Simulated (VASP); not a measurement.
Write the native input for VASP 6.6.1 that does the following.

| Property | Result |
| --- | --- |
| Task | relaxation of shape and atoms at fixed volume |
| Functional | PBE |
| Potentials or basis | VASP PAW PBE potentials, release 64 (Al, Co, Ru_pv) |
| Cutoff | 600 eV |
| k mesh | 12 × 12 × 8 |
| Occupations | gaussian, width 0.1 eV |
| Spin | no spin polarisation |
| Dipole correction | no |
| Further INCAR settings | ALGO = Fast; EDIFF = 1e-06; IBRION = 2; EDIFFG = -0.01; NSW = 50; ISIF = 4 |

The structure of Al3Co2Ru lies in POSCAR:

```
Al3Co2Ru
1.0
    4.2432599085      0.0000000000      0.0000000000
   -2.1216299542      3.6747708756      0.0000000000
    0.0000000000      0.0000000000      5.2074450610
Al Co Ru
3 2 1
Direct
    0.3333333333      0.6666666667      0.3261535330
    0.6666666667      0.3333333333      0.6738464670
    0.0000000000      0.0000000000      0.0000000000
    0.3333333333      0.6666666667      0.8367227614
    0.6666666667      0.3333333333      0.1632772386
    0.0000000000      0.0000000000      0.5000000000
```

This cell differs from its parent crystal: volume scaled by 1.10.

One way to write it, as run:

INCAR

```
SYSTEM = Al3Co2Ru
PREC     = Accurate       ! precision mode
ENCUT    = 600            ! plane-wave cutoff, eV
EDIFF    = 1E-6           ! SCF threshold, eV
ISMEAR   = 0              ! smearing method
SIGMA    = 0.1            ! smearing width, eV
LREAL    = .FALSE.        ! projectors in reciprocal space
LASPH    = .TRUE.         ! aspherical terms in the spheres
NELM     = 100            ! most SCF steps
ALGO     = Fast           ! electronic algorithm
ISIF     = 4              ! what is computed and relaxed
LWAVE    = .FALSE.        ! write WAVECAR
LCHARG   = .FALSE.        ! write CHGCAR
GGA      = PE             ! functional
IBRION   = 2              ! ionic algorithm
NSW      = 50             ! ionic steps
EDIFFG   = -0.01          ! ionic threshold
```

KPOINTS

```
Automatic mesh
0
G
  12 12 8
  0 0 0
```

Potentials or basis: VASP PAW PBE potentials, release 64 (Al, Co, Ru_pv).

Launch:

```sh
$ cat potpaw_PBE.64/Al/POTCAR potpaw_PBE.64/Co/POTCAR potpaw_PBE.64/Ru_pv/POTCAR > POTCAR
$ mpirun -np 1 vasp_std > vasp.out
```

Results of the run:

The energy gained by relaxing is 0.0 meV/atom and the ionic steps are 3. The pressure after relaxing is -14.5 GPa and the largest force after relaxing is 0.010 eV/Å.

Run time: 11 min on 1 thread of Intel(R) Xeon(R) Platinum 8375C CPU @ 2.90GHz (Ice Lake), with other jobs on the host, peak memory 0.48 GiB.
